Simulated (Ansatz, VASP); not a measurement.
# CuGe2 in VASP and in Ansatz

```
CELL_PARAMETERS angstrom
-1.31622 1.31622 4.57073
1.31622 -1.31622 4.57073
1.31622 1.31622 -4.57073
ATOMIC_POSITIONS crystal
Cu 0.00000 0.00000 0.00000
Ge 0.34000 0.34000 0.00000
Ge 0.66000 0.66000 0.00000
```

Alike in both runs: task single point; functional PBE; k mesh 10 × 10 × 10; occupations gaussian, width 0.1 eV; no spin polarisation.

|  | VASP | Ansatz |
| --- | --- | --- |
| version | VASP 6.6.1 | Ansatz 0.2.0 |
| potentials or method | VASP PAW PBE potentials, release 64 (Cu, Ge_d), cutoff 520 eV | scalar-relativistic, plane waves, PAW |
| valence electrons in the cell | 39 | 47 |

Ansatz gave:

| Property | Result |
| --- | --- |
| gap on the k mesh at the Fermi level (eV) | none |
| rms of the force components (eV/Å) | 0.429 |

Estimate VASP's values.

gap on the k mesh at the Fermi level (eV): none; rms of the force components (eV/Å): 0.418.

Atom by atom the forces differ by 0.011 eV/Å (rms over components). A gap of «none» marks a metal or a gap that the smearing closes. VASP's potentials hold 39 valence electrons a cell and Ansatz's 47, so a difference there can come from the potentials and not from the codes.
